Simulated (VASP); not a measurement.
# TaInS3 (I4/mcm) in VASP: single point with PBE

Aim: the single point of TaInS3 with PBE.

All numbers are computed with VASP 6.6.1; they aren't measurements. Logs are shortened: lines on timing, memory, paths and dates and some standing lists are left out, and cuts for length are marked.

## 1. The cell of the first run

The structure is tetragonal, space group I4/mcm (No. 140). Conventional cell: a = 6.641 Å, b = 6.641 Å, c = 9.864 Å, α = 90.00°, β = 90.00°, γ = 90.00°. Ta (site symmetry 4/m) has 6 S at 2.44 to 2.47 Å within 3.2 Å. Within 3.9 Å of In (site symmetry -42m) lie 12 S at 2.99 to 3.89 Å. S (site symmetry m2m) has 2 Ta at 2.44 Å and 2 In at 2.99 Å within 3.2 Å. S (site symmetry 422) has 2 Ta at 2.47 Å within 3.3 Å.

## 2. Single point, PBE

Input file INCAR:

```
SYSTEM = TaInS3
PREC = Accurate
ENCUT = 520
EDIFF = 1E-6
ISMEAR = 0
SIGMA = 0.1
LREAL = .FALSE.
LASPH = .TRUE.
NELM = 60
ALGO = Normal
ISIF = 2
LWAVE = .FALSE.
LCHARG = .TRUE.
GGA = PE
LELF = .TRUE.
LVHAR = .TRUE.
NBANDS = 53
```

Input file KPOINTS:

```
regular mesh
0
G
  8 8 8
  0 0 0
```

Input file POSCAR:

```
TaInS3
1.0
   -3.3203600667      3.3203600667      4.9322407600
    3.3203600667     -3.3203600667      4.9322407600
    3.3203600667      3.3203600667     -4.9322407600
Ta In S
2 2 6
Direct
    0.5000000000      0.5000000000      0.0000000000
    0.0000000000      0.0000000000      0.0000000000
    0.7500000000      0.2500000000      0.5000000000
    0.2500000000      0.7500000000      0.5000000000
    0.3197138756      0.8197138756      0.1394277512
    0.8197138756      0.6802861244      0.5000000000
    0.7500000000      0.7500000000      0.0000000000
    0.6802861244      0.1802861244      0.8605722488
    0.1802861244      0.3197138756      0.5000000000
    0.2500000000      0.2500000000      0.0000000000
```

Potentials or basis: VASP PAW PBE potentials, release 64 (Ta_pv, In_d, S).

The run is started by

```bash
$ cat potpaw_PBE.64/Ta_pv/POTCAR potpaw_PBE.64/In_d/POTCAR potpaw_PBE.64/S/POTCAR > POTCAR
$ mpirun -np 1 vasp_std > vasp.out
```

OUTCAR:

```text
SYSTEM = TaInS3
   PREC = Accurate
   ENCUT = 520
   EDIFF = 1E-6
   ISMEAR = 0
   LREAL = .FALSE.
   LASPH = .TRUE.
   NELM = 60
   ISIF = 2
   GGA = PE

 ion  position               nearest neighbor table
   1  0.500  0.500  0.000-   5 2.44   6 2.44   8 2.44   9 2.44  10 2.47   7 2.47
   2  0.000  0.000  0.000-   5 2.44   8 2.44   9 2.44   6 2.44  10 2.47   7 2.47
   3  0.750  0.250  0.500-   8 2.99   6 2.99   5 2.99   9 2.99   7 3.32  10 3.32   7 3.32  10 3.32

   4  0.250  0.750  0.500-   5 2.99   6 2.99   8 2.99   9 2.99   7 3.32  10 3.32  10 3.32   7 3.32

   5  0.320  0.820  0.139-   1 2.44   2 2.44   4 2.99   3 2.99
   6  0.820  0.680  0.500-   2 2.44   1 2.44   4 2.99   3 2.99
   7  0.750  0.750  0.000-   1 2.47   2 2.47   3 3.32   4 3.32   3 3.32   4 3.32
   8  0.680  0.180  0.861-   1 2.44   2 2.44   3 2.99   4 2.99
   9  0.180  0.320  0.500-   1 2.44   2 2.44   4 2.99   3 2.99
  10  0.250  0.250  0.000-   1 2.47   2 2.47   3 3.32   4 3.32   4 3.32   3 3.32

  LATTYP: Found a body centered tetragonal cell.
 ALAT       =     6.6407201334
 C/A-ratio  =     1.4854535836

  Lattice vectors:

 A1 = (  -3.3203600667,   3.3203600667,   4.9322407600)
 A2 = (   3.3203600667,  -3.3203600667,   4.9322407600)
 A3 = (   3.3203600667,   3.3203600667,  -4.9322407600)

Analysis of symmetry for initial positions (statically):
=====================================================================
 Subroutine PRICEL returns:
 Original cell was already a primitive cell.

 Routine SETGRP: Setting up the symmetry group for a
 body centered tetragonal supercell.

 Subroutine GETGRP returns: Found 16 space group operations
 (whereof  8 operations were pure point group operations)
 out of a pool of 16 trial point group operations.

The static configuration has the point symmetry C_4h.
 The point group associated with its full space group is D_4h.

Analysis of symmetry for dynamics (positions and initial velocities):
=====================================================================
 Subroutine PRICEL returns:
 Original cell was already a primitive cell.

 Routine SETGRP: Setting up the symmetry group for a
 body centered tetragonal supercell.

 Subroutine GETGRP returns: Found 16 space group operations
 (whereof  8 operations were pure point group operations)
 out of a pool of 16 trial point group operations.

The dynamic configuration has the point symmetry C_4h.
 The point group associated with its full space group is D_4h.

 Subroutine INISYM returns: Found 16 space group operations
 (whereof  8 operations are pure point group operations),
 and found     1 'primitive' translations

----------------------------------------------------------------------------------------

                                     Primitive cell

  volume of cell :     217.5077

  direct lattice vectors                    reciprocal lattice vectors
    -3.320360067  3.320360067  4.932240760     0.000000000  0.150586078  0.101373802
     3.320360067 -3.320360067  4.932240760     0.150586078  0.000000000  0.101373802
     3.320360067  3.320360067 -4.932240760     0.150586078  0.150586078  0.000000000

  length of vectors
     6.810035305  6.810035305  6.810035305     0.181529102  0.181529102  0.212960874

  position of ions in fractional coordinates (direct lattice)
     0.500000000  0.500000000  0.000000000
     0.000000000  0.000000000  0.000000000
     0.750000000  0.250000000  0.500000000
     0.250000000  0.750000000  0.500000000
     0.319713876  0.819713876  0.139427751
     0.819713876  0.680286124  0.500000000
     0.750000000  0.750000000  0.000000000
     0.680286124  0.180286124  0.860572249
     0.180286124  0.319713876  0.500000000
     0.250000000  0.250000000  0.000000000

  ion indices of the primitive-cell ions
   primitive index   ion index
                 1           1
                 2           2
                 3           3
                 4           4
                 5           5
                 6           6
                 7           7
                 8           8
                 9           9
                10          10

----------------------------------------------------------------------------------------

 KPOINTS: regular mesh

Automatic generation of k-mesh.
 Grid dimensions read from file:
 generate k-points for:    8    8    8

 Generating k-lattice:

  Cartesian coordinates                     Fractional coordinates (reciprocal lattice)
     0.000000000  0.018823260  0.012671725     0.125000000  0.000000000 -0.000000000
     0.018823260  0.000000000  0.012671725     0.000000000  0.125000000 -0.000000000
     0.018823260  0.018823260  0.000000000     0.000000000  0.000000000  0.125000000

  Length of vectors
     0.022691138  0.022691138  0.026620109

  Shift w.r.t. Gamma in fractional coordinates (k-lattice)
     0.000000000  0.000000000  0.000000000

 Subroutine IBZKPT returns following result:
 ===========================================

 Found     59 irreducible k-points:

 Following reciprocal coordinates:
            Coordinates               Weight
  0.000000  0.000000  0.000000      1.000000
  0.125000  0.000000  0.000000      8.000000
  0.250000  0.000000  0.000000      8.000000
  0.375000  0.000000  0.000000      8.000000
  0.500000  0.000000  0.000000      4.000000
  0.125000  0.125000  0.000000      8.000000
[... 16 lines left out ...]
  0.250000  0.125000  0.125000     16.000000
  0.375000  0.125000  0.125000      8.000000
 [... further k-points ...]
   k-points           NKPTS =     59   k-points in BZ     NKDIM =     59   number of bands    NBANDS=     53
   number of dos      NEDOS =    301   number of ions     NIONS =     10
   total plane-waves  NPLWV = 157464
   dimension x,y,z NGX =    54 NGY =   54 NGZ =   54
   dimension x,y,z NGXF=   108 NGYF=  108 NGZF=  108
   ions per type =               2   2   6
   NGX,Y,Z   is equivalent  to a cutoff of  13.18, 13.18, 13.18 a.u.
   NGXF,Y,Z  is equivalent  to a cutoff of  26.36, 26.36, 26.36 a.u.
 SYSTEM =  TaInS3
   PREC   = accura    normal or accurate (medium, high low for compatibility)
   ISTART =      0    job   : 0-new  1-cont  2-samecut
   ICHARG =      2    charge: 1-file 2-atom 10-const
   ISPIN  =      1    spin polarized calculation?
   LNONCOLLINEAR =      F non collinear calculations
   LSORBIT =      F    spin-orbit coupling
   LASPH  =      T    aspherical Exc in radial PAW
   ENCUT  =  520.0 eV  38.22 Ry    6.18 a.u.  12.66 12.66 12.66*2*pi/ulx,y,z
   NELM   =     60;   NELMIN=  2; NELMDL= -5     # of ELM steps
   EDIFF  = 0.1E-05   stopping-criterion for ELM
   LREAL  =      F    real-space projection
   EDIFFG = 0.1E-04   stopping-criterion for IOM
   NSW    =      0    number of steps for IOM
   IBRION =     -1    ionic relax: 0-MD 1-quasi-New 2-CG
   NFREE  =      0    steps in history (QN), initial steepest desc. (CG)
   ISIF   =      2    stress and relaxation
   ISYM   =      2    0-nonsym 1-usesym 2-fastsym
   POTIM  = 0.5000    time-step for ionic-motion
   TEBEG  =    0.0;   TEEND  =   0.0 temperature during run
   PSTRESS=    0.0 pullay stress
   NELECT =      84.0000    total number of electrons
   NUPDOWN=      -1.0000    fix difference up-down
   EMIN   =  10.00;   EMAX   =-10.00  energy-range for DOS
   EFERMI =   0.00;   METHOD = LEGACY
   ISMEAR =     0;   SIGMA  =   0.10  broadening in eV -4-tet -1-fermi 0-gaus
   EFERMI_NEDOS =   21; number of points for ismear=-14 and -15
   IALGO  =     38    algorithm
   IMIX   =      4    mixing-type and parameters
     AMIX     =   0.40;   BMIX     =  1.00
     AMIX_MAG =   1.60;   BMIX_MAG =  1.00
  volume/ion in A,a.u.               =      21.75       146.78
  Fermi-wavevector in a.u.,A,eV,Ry     =   1.192183  2.252900 19.337976  1.421301
  Thomas-Fermi vector in A             =   2.328228
   LORBIT       =      0    0 simple, 1 ext, 2 COOP (PROOUT), +10 PAW based schemes
   GGA     = PE    functional components
   LHFCALC =     F    Hartree Fock is set to
   AEXX    =    0.0000 exact exchange contribution
   IVDW    =     0    specifies the selected vdW correction
   LEPSILON=     F    determine dielectric tensor
   LRPA    =     F    only Hartree local field effects (RPA)
 non-spin polarized calculation
 Gauss-broadening in eV      SIGMA  =   0.10
  energy-cutoff  :      520.00
  volume of cell :      217.51
 maximum number of plane-waves:      5891
 NGX is ok and might be reduce to    54
   NGX = 25   NGY = 25   NGZ = 25

 number of electron      84.0000006 magnetization

 Free energy of the ion-electron system (eV)
  ---------------------------------------------------
  ext. energy  EPLUGINS =         0.00000000
  ---------------------------------------------------
  free energy    TOTEN  =       -59.62557083 eV

  energy without entropy =      -59.60959573  energy(sigma->0) =      -59.61758328

 E-fermi :   5.1487     XC(G=0): -10.0770

 val. band max:        5.1412717532   @ k =  -0.3750   0.3750   0.1250
 cond. band min:       5.1580405505   @ k =  -0.3750   0.2500   0.0000
 fundamental gap:      0.0167687973
 Fermi energy:         5.1487379409

 k-point     1 :       0.0000    0.0000    0.0000
  band No.  band energies     occupation
      1     -30.4362      2.00000
      2     -30.4362      2.00000
      3     -30.4278      2.00000
      4     -30.4278      2.00000
      5     -30.4200      2.00000
      6     -30.4145      2.00000
[... 45 lines left out ...]
     52      10.2204      0.00000
     53      10.2204      0.00000

 k-point     2 :       0.1250    0.0000    0.0000
  band No.  band energies     occupation
      1     -30.4359      2.00000
      2     -30.4359      2.00000
      3     -30.4281      2.00000
      4     -30.4281      2.00000
      5     -30.4197      2.00000
      6     -30.4147      2.00000
[... 45 lines left out ...]
     52      10.0409      0.00000
     53      10.1899      0.00000
[... 1174 lines left out ...]
     52       9.0112      0.00000
     53       9.3179      0.00000

 k-point    24 :       0.3750    0.1250    0.1250
  band No.  band energies     occupation
      1     -30.4353      2.00000
      2     -30.4353      2.00000
      3     -30.4287      2.00000
      4     -30.4287      2.00000
      5     -30.4172      2.00000
      6     -30.4172      2.00000
[... 45 lines left out ...]
     52       8.8255      0.00000
     53       9.4447      0.00000

 [... further k-points ...]

------------------------ aborting loop because EDIFF is reached ----------------------------------------

  FORCE on cell =-STRESS in cart. coord.  units (eV):
  Direction    XX          YY          ZZ          XY          YZ          ZX
  --------------------------------------------------------------------------------------
  -------------------------------------------------------------------------------------
  Total       -0.0197267     -0.0197267     -0.0118001      0.0000000      0.0000000      0.0000000
  in kB       -0.1453083     -0.1453083     -0.0869206      0.0000000      0.0000000      0.0000000
  external PRESSURE =      -0.1258457 kB  Pullay stress =       0.0000000 kB

 VOLUME and BASIS-vectors are now :
 -----------------------------------------------------------------------------
  energy-cutoff  :      520.00
  volume of cell :      217.51
      direct lattice vectors                 reciprocal lattice vectors
    -3.320360067  3.320360067  4.932240760     0.000000000  0.150586078  0.101373802
     3.320360067 -3.320360067  4.932240760     0.150586078  0.000000000  0.101373802
     3.320360067  3.320360067 -4.932240760     0.150586078  0.150586078  0.000000000

 POSITION                                       TOTAL-FORCE (eV/Angst)
 -----------------------------------------------------------------------------------
      0.00000      0.00000      4.93224         0.000000      0.000000     -0.000000
      0.00000      0.00000      0.00000         0.000000      0.000000     -0.000000
      0.00000      3.32036      2.46612         0.000000      0.000000     -0.000000
      3.32036      0.00000      2.46612         0.000000      0.000000     -0.000000
      2.12313     -1.19723      4.93224         0.002581      0.002581      0.000000
      1.19723      2.12313      4.93224        -0.002581      0.002581     -0.000000
      0.00000      0.00000      7.39836         0.000000      0.000000     -0.000000
      1.19723      4.51759     -0.00000        -0.002581     -0.002581     -0.000000
      2.12313      1.19723      0.00000         0.002581     -0.002581      0.000000
      0.00000      0.00000      2.46612         0.000000      0.000000     -0.000000
 -----------------------------------------------------------------------------------
    total drift:                                0.000000      0.000000      0.000000

  FREE ENERGIE OF THE ION-ELECTRON SYSTEM (eV)
  ---------------------------------------------------
  free  energy   TOTEN  =       -59.6255708303 eV

  energy  without entropy=      -59.6095957289  energy(sigma->0) =      -59.61758328
```

Run time: 30 min. Hardware: 1 thread of Intel Xeon Platinum 8488C (Sapphire Rapids), shared host; peak memory 0.77 GiB.

What came out:

| Item | Value |
| --- | --- |
| Free energy | -59.6256 eV |
| Pressure | 0.0 GPa |
| Largest force | 0.004 eV/Å |
| Band gap on the k mesh | zero (band 42 reaches 5.40 eV, above the bottom of band 43 at 4.80 eV) |

Forces in eV/Å, atoms in the order of the input:
```
Ta   0.000  0.000  0.000
Ta   0.000  0.000  0.000
In   0.000  0.000  0.000
In   0.000  0.000  0.000
S    0.003  0.003  0.000
S   -0.003  0.003  0.000
S    0.000  0.000  0.000
S   -0.003 -0.003  0.000
S    0.003 -0.003  0.000
S    0.000  0.000  0.000
```

Caveat: spin-orbit coupling is left out, which moves the levels of the heavy elements.
